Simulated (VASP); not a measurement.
Input of a VASP 6.6.1 run:

File INCAR:

```
SYSTEM = Cs
PREC = Accurate
ENCUT = 520
EDIFF = 1E-6
ISMEAR = -1
SIGMA = 0.1
LREAL = .FALSE.
LASPH = .TRUE.
NELM = 60
ALGO = Normal
ISIF = 2
LWAVE = .FALSE.
LCHARG = .FALSE.
GGA = RE
NBANDS = 10
```

Contents of KPOINTS:

```
Automatic mesh
0
G
  11 11 11
  0 0 0
```

POSCAR

```
Cs
1.0
    0.0000000000      4.0077479022      4.0077479022
    4.0077479022      0.0000000000      4.0077479022
    4.0077479022      4.0077479022      0.0000000000
Cs
1
Direct
    0.0000000000      0.0000000000      0.0000000000
```

Potentials or basis: VASP PAW PBE potentials, release 64 (Cs_sv).

The run is started by

```sh
$ cat potpaw_PBE.64/Cs_sv/POTCAR > POTCAR
$ mpirun -np 1 vasp_std > vasp.out
```

(1) Predict the pressure.

(2) Predict the band gap on the k mesh.

Results:

(1) 0.0 GPa.

(2) zero (an odd number of electrons rules out a gap without spin polarisation).

Caveat: the PAW data sets were made with another functional, which shifts forces and pressure a little; spin-orbit coupling is left out, which moves the levels of the heavy elements.
